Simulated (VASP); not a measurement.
Set up this calculation in VASP 6.6.1, as the native input.

```
Task                   : relaxation of cell and atoms
Functional             : PBEsol
Potentials or basis    : VASP PAW PBE potentials, release 64 (Ba_sv, S)
Cutoff                 : 600 eV
k mesh                 : 7 × 7 × 7
Occupations            : fermi-dirac, width 0.05 eV
Spin                   : no spin polarisation
Dipole correction      : no
Further INCAR settings : ALGO = Normal; EDIFF = 1e-06; IBRION = 2; EDIFFG = -0.01; NSW = 80; ISIF = 3
```

The structure of BaS lies in POSCAR:

```
BaS
1.0
    0.0000000000      3.1937500000      3.1937500000
    3.1937500000      0.0000000000      3.1937500000
    3.1937500000      3.1937500000      0.0000000000
Ba S
1 1
Direct
    0.0000000000      0.0000000000      0.0000000000
    0.5000000000      0.5000000000      0.5000000000
```

These files were run (other wordings do the same):

INCAR

```
PREC = Accurate
ENCUT = 600
EDIFF = 1E-6
ISMEAR = -1
SIGMA = 0.05
LREAL = False
LASPH = True
NELM = 60
ALGO = Normal
ISIF = 3
LWAVE = False
LCHARG = False
GGA = PS
IBRION = 2
NSW = 80
EDIFFG = -0.01
```

KPOINTS

```
regular mesh
0
Gamma
  7 7 7
```

Potentials or basis: VASP PAW PBE potentials, release 64 (Ba_sv, S).

Launch:

```console
$ cat potpaw_PBE.64/Ba_sv/POTCAR potpaw_PBE.64/S/POTCAR > POTCAR
$ mpirun -np 1 vasp_std > vasp.out
```

Results of the run:

| Quantity | Value |
| --- | --- |
| Relaxed volume | 32.20 Å³/atom |
| Relaxed cell | a = 4.499 Å, b = 4.499 Å, c = 4.499 Å, α = 60.00°, β = 60.00°, γ = 60.00° |
| Space group after relaxing (to 0.1 Å) | Fm-3m (No. 225) |
| Energy gained by relaxing | 0.6 meV/atom |
| Ionic steps | 3 |
| Pressure after relaxing | 0.0 GPa |
| Band gap on the k mesh | 2.02 eV (least direct gap 2.17 eV) |

Caveat: the PAW data sets were made with another functional, which shifts forces and pressure a little; spin-orbit coupling is left out, which moves the levels of the heavy elements; an odd mesh through Γ misses points on the zone boundary, where band edges can lie.

Run time: 38 s on 1 thread of Intel(R) Xeon(R) Platinum 8259CL CPU @ 2.50GHz (Skylake/Cascade Lake), on a shared host, peak memory 0.21 GiB.
